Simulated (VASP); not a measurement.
Sn: single point with RPBE

Crystal: Sn.

```
CELL_PARAMETERS angstrom
3.19537 0.00000 0.00000
0.00000 3.19537 0.00000
0.00000 0.00000 3.19537
ATOMIC_POSITIONS crystal
Sn 0.00000 0.00000 0.00000
```

This cell differs from its parent crystal: volume scaled by 1.08.

| Item | Value |
| --- | --- |
| Program | VASP 6.6.1 |
| Task | single point |
| Functional | RPBE |
| Potentials or basis | VASP PAW PBE potentials, release 64 (Sn_d) |
| Cutoff | 520 eV |
| k mesh | 11 × 11 × 11 |
| Occupations | fermi-dirac, width 0.1 eV |
| Spin | no spin polarisation |
| Dipole correction | no |
| Further INCAR settings | ALGO = Normal; EDIFF = 1e-07; NBANDS = 13 |

The pressure is -2.4 GPa and the band gap on the k mesh is zero (band 7 reaches 10.82 eV, above the bottom of band 8 at 4.31 eV).

Levels at points of the mesh, in eV from the Fermi level:
```tsv
k point	band 5	band 6	band 7	band 8	band 9	band 10
(0.00, 0.00, 0.00)	-21.21	-9.86	4.95	4.95	4.95	8.21
```

Wall time 12 s on 1 thread of AMD EPYC 9R45 (Zen 5), with other jobs on the host, peak memory 0.11 GiB.

Caveat: the PAW data sets were made with another functional, which shifts forces and pressure a little; spin-orbit coupling is left out, which moves the levels of the heavy elements.
